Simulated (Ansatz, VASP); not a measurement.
# Cu: VASP beside Ansatz

```
CELL_PARAMETERS angstrom
2.53410 0.00000 0.00000
-1.26705 2.19459 0.00000
0.00000 0.00000 4.11257
ATOMIC_POSITIONS crystal
Cu 0.33333 0.66667 0.25000
Cu 0.66667 0.33333 0.75000
```

Alike in both runs: task single point; functional r2SCAN; k mesh 12 × 12 × 7; occupations fermi-dirac, width 0.1 eV; no spin polarisation.

|  | VASP | Ansatz |
| --- | --- | --- |
| version | VASP 6.6.1 | Ansatz 0.2.0 |
| potentials or method | VASP PAW PBE potentials, release 64 (Cu), cutoff 520 eV | plane waves, PAW |
| valence electrons in the cell | 22 | 38 |

```tsv
	VASP	Ansatz	Ansatz less VASP
pressure (GPa)	1.2	0.4	-0.77
traceless stress, the component that is largest in VASP (GPa)	0.45	0.50	+0.046
```

VASP's potentials were made for PBE, not for r2SCAN. The functional is the same, so the differences come from potentials, cutoffs and numerics. VASP's potentials hold 22 valence electrons a cell and Ansatz's 38, so a difference there can come from the potentials and not from the codes.
